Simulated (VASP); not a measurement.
# Mo in VASP: a series of runs

Runs on Mo. Level: PBE. Tasks: single point.

All numbers are computed with VASP 6.6.1; they aren't measurements. Logs are shortened: lines on timing, memory, paths and dates and some standing lists are left out, and cuts for length are marked.

## Step 1: The cell of the first run

It takes space group Fm-3m (No. 225, cubic). The conventional cell has a = 4.030 Å, b = 4.030 Å, c = 4.030 Å, α = 90.00°, β = 90.00°, γ = 90.00°. Mo (site symmetry m-3m) has 12 Mo at 2.85 Å within 3.8 Å.

## Step 2: Single point, PBE

The input, INCAR:

```
  PREC = Accurate
  ENCUT = 520
  EDIFF = 1E-6
  ISMEAR = -1
  SIGMA = 0.08
  LREAL = F
  LASPH = T
  NELM = 80
  ALGO = Normal
  ISIF = 2
  LWAVE = F
  LCHARG = F
  GGA = PE
  NBANDS = 13
```

The input, KPOINTS:

```
Automatic mesh
0
Gamma
  24 24 24
```

The input, POSCAR:

```
Mo
1.0
    0.0000000000      2.0150000000      2.0150000000
    2.0150000000      0.0000000000      2.0150000000
    2.0150000000      2.0150000000      0.0000000000
Mo
1
Direct
    0.0000000000      0.0000000000      0.0000000000
```

Potentials or basis: VASP PAW PBE potentials, release 64 (Mo_sv).

Run with:

```console
> cat potpaw_PBE.64/Mo_sv/POTCAR > POTCAR
> mpirun -np 1 vasp_std > vasp.out
```

OUTCAR:

```text
PREC = Accurate
   ENCUT = 520
   EDIFF = 1E-6
   ISMEAR = -1
   LREAL = F
   LASPH = T
   NELM = 80
   ISIF = 2
   GGA = PE

 ion  position               nearest neighbor table
   1  0.000  0.000  0.000-

  LATTYP: Found a face centered cubic cell.
 ALAT       =     4.0300000000

  Lattice vectors:

 A1 = (   0.0000000000,   2.0150000000,   2.0150000000)
 A2 = (   2.0150000000,   0.0000000000,   2.0150000000)
 A3 = (   2.0150000000,   2.0150000000,   0.0000000000)

Analysis of symmetry for initial positions (statically):
=====================================================================
 Subroutine PRICEL returns:
 Original cell was already a primitive cell.

 Routine SETGRP: Setting up the symmetry group for a
 face centered cubic supercell.

 Subroutine GETGRP returns: Found 48 space group operations
 (whereof 48 operations were pure point group operations)
 out of a pool of 48 trial point group operations.

The static configuration has the point symmetry O_h .

Analysis of symmetry for dynamics (positions and initial velocities):
=====================================================================
 Subroutine PRICEL returns:
 Original cell was already a primitive cell.

 Routine SETGRP: Setting up the symmetry group for a
 face centered cubic supercell.

 Subroutine GETGRP returns: Found 48 space group operations
 (whereof 48 operations were pure point group operations)
 out of a pool of 48 trial point group operations.

The dynamic configuration has the point symmetry O_h .

 Subroutine INISYM returns: Found 48 space group operations
 (whereof 48 operations are pure point group operations),
 and found     1 'primitive' translations

----------------------------------------------------------------------------------------

                                     Primitive cell

  volume of cell :      16.3627

  direct lattice vectors                    reciprocal lattice vectors
     0.000000000  2.015000000  2.015000000    -0.248138958  0.248138958  0.248138958
     2.015000000  0.000000000  2.015000000     0.248138958 -0.248138958  0.248138958
     2.015000000  2.015000000  0.000000000     0.248138958  0.248138958 -0.248138958

  length of vectors
     2.849640328  2.849640328  2.849640328     0.429789282  0.429789282  0.429789282

  position of ions in fractional coordinates (direct lattice)
     0.000000000  0.000000000  0.000000000

  ion indices of the primitive-cell ions
   primitive index   ion index
                 1           1

----------------------------------------------------------------------------------------

 KPOINTS: Automatic mesh

Automatic generation of k-mesh.
 Grid dimensions read from file:
 generate k-points for:   24   24   24

 Generating k-lattice:

  Cartesian coordinates                     Fractional coordinates (reciprocal lattice)
    -0.010339123  0.010339123  0.010339123     0.041666667  0.000000000  0.000000000
     0.010339123 -0.010339123  0.010339123     0.000000000  0.041666667  0.000000000
     0.010339123  0.010339123 -0.010339123     0.000000000  0.000000000  0.041666667

  Length of vectors
     0.017907887  0.017907887  0.017907887

  Shift w.r.t. Gamma in fractional coordinates (k-lattice)
     0.000000000  0.000000000  0.000000000

 Subroutine IBZKPT returns following result:
 ===========================================

 Found    413 irreducible k-points:

 Following reciprocal coordinates:
            Coordinates               Weight
  0.000000  0.000000  0.000000      1.000000
  0.041667  0.000000  0.000000      8.000000
  0.083333  0.000000  0.000000      8.000000
  0.125000  0.000000  0.000000      8.000000
  0.166667  0.000000  0.000000      8.000000
  0.208333  0.000000  0.000000      8.000000
[... 16 lines left out ...]
  0.416667  0.041667  0.000000     24.000000
  0.458333  0.041667  0.000000     24.000000
 [... further k-points ...]
   k-points           NKPTS =    413   k-points in BZ     NKDIM =    413   number of bands    NBANDS=     13
   number of dos      NEDOS =    301   number of ions     NIONS =      1
   total plane-waves  NPLWV =  13824
   dimension x,y,z NGX =    24 NGY =   24 NGZ =   24
   dimension x,y,z NGXF=    48 NGYF=   48 NGZF=   48
   ions per type =               1
   NGX,Y,Z   is equivalent  to a cutoff of  14.00, 14.00, 14.00 a.u.
   NGXF,Y,Z  is equivalent  to a cutoff of  28.00, 28.00, 28.00 a.u.
 SYSTEM =  unknown system
   PREC   = accura    normal or accurate (medium, high low for compatibility)
   ISTART =      0    job   : 0-new  1-cont  2-samecut
   ICHARG =      2    charge: 1-file 2-atom 10-const
   ISPIN  =      1    spin polarized calculation?
   LNONCOLLINEAR =      F non collinear calculations
   LSORBIT =      F    spin-orbit coupling
   LASPH  =      T    aspherical Exc in radial PAW
   ENCUT  =  520.0 eV  38.22 Ry    6.18 a.u.   5.30  5.30  5.30*2*pi/ulx,y,z
   NELM   =     80;   NELMIN=  2; NELMDL= -5     # of ELM steps
   EDIFF  = 0.1E-05   stopping-criterion for ELM
   LREAL  =      F    real-space projection
   EDIFFG = 0.1E-04   stopping-criterion for IOM
   NSW    =      0    number of steps for IOM
   IBRION =     -1    ionic relax: 0-MD 1-quasi-New 2-CG
   NFREE  =      0    steps in history (QN), initial steepest desc. (CG)
   ISIF   =      2    stress and relaxation
   ISYM   =      2    0-nonsym 1-usesym 2-fastsym
   POTIM  = 0.5000    time-step for ionic-motion
   TEBEG  =    0.0;   TEEND  =   0.0 temperature during run
   PSTRESS=    0.0 pullay stress
   NELECT =      14.0000    total number of electrons
   NUPDOWN=      -1.0000    fix difference up-down
   EMIN   =  10.00;   EMAX   =-10.00  energy-range for DOS
   EFERMI =   0.00;   METHOD = LEGACY
   ISMEAR =    -1;   SIGMA  =   0.08  broadening in eV -4-tet -1-fermi 0-gaus
   EFERMI_NEDOS =   21; number of points for ismear=-14 and -15
   IALGO  =     38    algorithm
   IMIX   =      4    mixing-type and parameters
     AMIX     =   0.40;   BMIX     =  1.00
     AMIX_MAG =   1.60;   BMIX_MAG =  1.00
  volume/ion in A,a.u.               =      16.36       110.42
  Fermi-wavevector in a.u.,A,eV,Ry     =   1.554172  2.936960 32.864208  2.415451
  Thomas-Fermi vector in A             =   2.658297
   LORBIT       =      0    0 simple, 1 ext, 2 COOP (PROOUT), +10 PAW based schemes
   GGA     = PE    functional components
   LHFCALC =     F    Hartree Fock is set to
   AEXX    =    0.0000 exact exchange contribution
   IVDW    =     0    specifies the selected vdW correction
   LEPSILON=     F    determine dielectric tensor
   LRPA    =     F    only Hartree local field effects (RPA)
 non-spin polarized calculation
  energy-cutoff  :      520.00
  volume of cell :       16.36
 maximum number of plane-waves:       459
 NGX is ok and might be reduce to    24
   NGX = 11   NGY = 11   NGZ = 11

 number of electron      14.0000001 magnetization

 Free energy of the ion-electron system (eV)
  ---------------------------------------------------
  ext. energy  EPLUGINS =         0.00000000
  ---------------------------------------------------
  free energy    TOTEN  =       -10.52242534 eV

  energy without entropy =      -10.49448960  energy(sigma->0) =      -10.50845747

 E-fermi :  11.4661     XC(G=0): -13.1163

 val. band max:       11.4633417560   @ k =   0.2500   0.2083   0.0417
 cond. band min:      11.4717907727   @ k =  -0.2500   0.1250   0.0000
 fundamental gap:      0.0084490167
 Fermi energy:        11.4660795515

 k-point     1 :       0.0000    0.0000    0.0000
  band No.  band energies     occupation
      1     -49.2575      2.00000
      2     -22.6437      2.00000
      3     -22.6437      2.00000
      4     -22.6437      2.00000
      5       4.7965      2.00000
      6      10.7837      1.99961
      7      10.7837      1.99961
      8      10.7837      1.99961
      9      13.3783      0.00000
     10      13.3783      0.00000
     11      24.5522      0.00000
     12      29.7061      0.00000
     13      29.7061      0.00000

 k-point     2 :       0.0417    0.0000    0.0000
  band No.  band energies     occupation
      1     -49.2541      2.00000
      2     -22.6657      2.00000
      3     -22.6465      2.00000
      4     -22.6465      2.00000
      5       4.8663      2.00000
      6      10.7356      1.99978
      7      10.8157      1.99941
      8      10.8157      1.99941
      9      13.3523      0.00000
     10      13.3523      0.00000
     11      24.6866      0.00000
     12      29.3724      0.00000
     13      29.8303      0.00000

 k-point     3 :       0.0833    0.0000    0.0000
  band No.  band energies     occupation
      1     -49.2440      2.00000
      2     -22.7299      2.00000
      3     -22.6546      2.00000
      4     -22.6546      2.00000
      5       5.0707      2.00000
      6      10.6035      1.99996
      7      10.9048      1.99821
      8      10.9048      1.99821
      9      13.2852      0.00000
     10      13.2852      0.00000
     11      25.0700      0.00000
     12      28.6072      0.00000
     13      30.1966      0.00000
[... 305 lines left out ...]
 k-point    23 :       0.4167    0.0417    0.0000
  band No.  band energies     occupation
      1     -49.0687      2.00000
      2     -23.7501      2.00000
      3     -22.8012      2.00000
      4     -22.7951      2.00000
      5       7.0792      2.00000
      6      10.6410      1.99993
      7      10.7994      1.99952
      8      11.9125      0.00752
      9      14.9316      0.00000
     10      15.0983      0.00000
     11      22.9357      0.00000
     12      25.2598      0.00000
     13      30.9884      0.00000

 k-point    24 :       0.4583    0.0417    0.0000
  band No.  band energies     occupation
      1     -49.0561      2.00000
      2     -23.8188      2.00000
      3     -22.8083      2.00000
      4     -22.8073      2.00000
      5       7.0449      2.00000
      6      10.5621      1.99998
      7      10.7122      1.99984
      8      12.4488      0.00001
      9      15.3176      0.00000
     10      15.3278      0.00000
     11      22.4897      0.00000
     12      24.6558      0.00000
     13      30.4767      0.00000

 [... further k-points ...]
[... 5 lines left out ...]
  --------------------------------------------------------------------------------------
  -------------------------------------------------------------------------------------
  Total       -0.4239911     -0.4239911     -0.4239911      0.0000000      0.0000000      0.0000000
  in kB      -41.5156855    -41.5156855    -41.5156855      0.0000000      0.0000000      0.0000000
  external PRESSURE =     -41.5156855 kB  Pullay stress =       0.0000000 kB

 VOLUME and BASIS-vectors are now :
 -----------------------------------------------------------------------------
  energy-cutoff  :      520.00
  volume of cell :       16.36
      direct lattice vectors                 reciprocal lattice vectors
     0.000000000  2.015000000  2.015000000    -0.248138958  0.248138958  0.248138958
     2.015000000  0.000000000  2.015000000     0.248138958 -0.248138958  0.248138958
     2.015000000  2.015000000  0.000000000     0.248138958  0.248138958 -0.248138958

 POSITION                                       TOTAL-FORCE (eV/Angst)
 -----------------------------------------------------------------------------------
      0.00000      0.00000      0.00000         0.000000      0.000000      0.000000
 -----------------------------------------------------------------------------------
    total drift:                                0.000000      0.000000      0.000000

  FREE ENERGIE OF THE ION-ELECTRON SYSTEM (eV)
  ---------------------------------------------------
  free  energy   TOTEN  =       -10.5224253353 eV

  energy  without entropy=      -10.4944896019  energy(sigma->0) =      -10.50845747
```

Wall time 23 s (1 thread of Intel Xeon 6975P-C (Granite Rapids), shared host); peak memory 0.2 GiB.

What came out:

| Item | Value |
| --- | --- |
| Free energy | -10.5224 eV |
| Pressure | -4.2 GPa |
| Band gap on the k mesh | zero (band 7 reaches 15.33 eV, above the bottom of band 8 at 10.78 eV) |

## Step 3: Single point, PBE (equal xy, yz and zx shear strains of -1 %)

The input, INCAR:

```
PREC     = Accurate       # precision mode
ENCUT    = 520            # plane-wave cutoff, eV
EDIFF    = 1E-6           # SCF threshold, eV
ISMEAR   = -1             # smearing method
SIGMA    = 0.08           # smearing width, eV
LREAL    = False          # projectors in reciprocal space
LASPH    = True           # aspherical terms in the spheres
NELM     = 100            # most SCF steps
ALGO     = Normal         # electronic algorithm
ISIF     = 2              # what is computed and relaxed
LWAVE    = False          # write WAVECAR
LCHARG   = False          # write CHGCAR
GGA      = PE             # functional
NBANDS   = 13             # bands
```

The input, KPOINTS:

```
regular mesh
0
Gamma
  17 17 17
```

The input, POSCAR:

```
Mo
1.0
   -0.0201500000      2.0049250000      2.0049250000
    2.0049250000     -0.0201500000      2.0049250000
    2.0049250000      2.0049250000     -0.0201500000
Mo
1
Direct
    0.0000000000      0.0000000000      0.0000000000
```

Potentials or basis: VASP PAW PBE potentials, release 64 (Mo_sv).

Run with:

```console
> cat potpaw_PBE.64/Mo_sv/POTCAR > POTCAR
> mpirun -np 1 vasp_std > vasp.out
```

Wall time 26 s (1 thread of Intel Xeon 6975P-C (Granite Rapids), shared host); peak memory 0.21 GiB.

It converged, with:

| Quantity | Value |
| --- | --- |
| Free energy | -10.5228 eV |
| Pressure | -4.1 GPa |
| Band gap on the k mesh | zero (band 7 reaches 15.23 eV, above the bottom of band 8 at 10.84 eV) |

Stress tensor (GPa, compression positive):
```
-4.13 -0.48 -0.48
-0.48 -4.13 -0.48
-0.48 -0.48 -4.13
```

Levels at points of the mesh, in eV from the Fermi level:
```csv
k point,band 5,band 6,band 7,band 8,band 9,band 10
"(0.00, 0.00, 0.00)",-6.68,-0.77,-0.77,-0.53,1.91,1.91
```

Caveat: the cell differs from its parent crystal (equal xy, yz and zx shear strains of -1 %).

## Step 4: Single point, PBE (equal xy, yz and zx shear strains of +3 %)

INCAR, as its differences from that of step 3:

```diff
@@ -2,3 +2,3 @@
 ENCUT    = 520            # plane-wave cutoff, eV
-EDIFF    = 1E-6           # SCF threshold, eV
+EDIFF    = 1E-7           # SCF threshold, eV
 ISMEAR   = -1             # smearing method
@@ -7,3 +7,3 @@
 LASPH    = True           # aspherical terms in the spheres
-NELM     = 100            # most SCF steps
+NELM     = 60             # most SCF steps
 ALGO     = Normal         # electronic algorithm
```

The input, KPOINTS:

```
Automatic mesh
0
Gamma
  17 17 17
```

The input, POSCAR:

```
Mo
1.0
    0.0604500000      2.0452250000      2.0452250000
    2.0452250000      0.0604500000      2.0452250000
    2.0452250000      2.0452250000      0.0604500000
Mo
1
Direct
    0.0000000000      0.0000000000      0.0000000000
```

Run with:

```console
> cat potpaw_PBE.64/Mo_sv/POTCAR > POTCAR
> mpirun -np 1 vasp_std > vasp.out
```

Run time: 30 s. Hardware: 1 thread of Intel Xeon 6975P-C (Granite Rapids), shared host; peak memory 0.21 GiB.

The run converged. Its results:

```
Free energy            : -10.5244 eV
Pressure               : -3.6 GPa
Band gap on the k mesh : zero (band 7 reaches 15.24 eV, above the bottom of band 8 at 10.94 eV)
```

Stress tensor (GPa, compression positive):
```
-3.63  0.08  0.08
 0.08 -3.63  0.08
 0.08  0.08 -3.63
```

Levels at points of the mesh, in eV from the Fermi level:
| k point | band 3 | band 4 | band 5 | band 6 | band 7 | band 8 | band 9 | band 10 | band 11 | band 12 |
| --- | --- | --- | --- | --- | --- | --- | --- | --- | --- | --- |
| (0.00, 0.00, 0.00) | -34.12 | -34.12 | -6.72 | -1.19 | -0.53 | -0.53 | 1.89 | 1.89 | 13.02 | 17.48 |

Caveat: the cell differs from its parent crystal (equal xy, yz and zx shear strains of +3 %).

## Step 5: The runs side by side

```tsv
cell	k mesh	gap on the mesh (eV)	pressure (GPa)
a = 2.850 Å, angles 60.0°, 1 atom	24 × 24 × 24	none	-4.2
a = 2.835 Å, angles 60.7°, 1 atom	17 × 17 × 17	none	-4.1
a = 2.893 Å, angles 58.0°, 1 atom	17 × 17 × 17	none	-3.6
```

Alike in all rows: task single point; level PBE; potentials or basis VASP PAW PBE potentials, release 64 (Mo_sv); no spin polarisation; cutoff (eV) 520; smearing fermi-dirac 0.08 eV.

Total energies depend on the potentials used, so only differences within one code and one set of settings carry meaning.
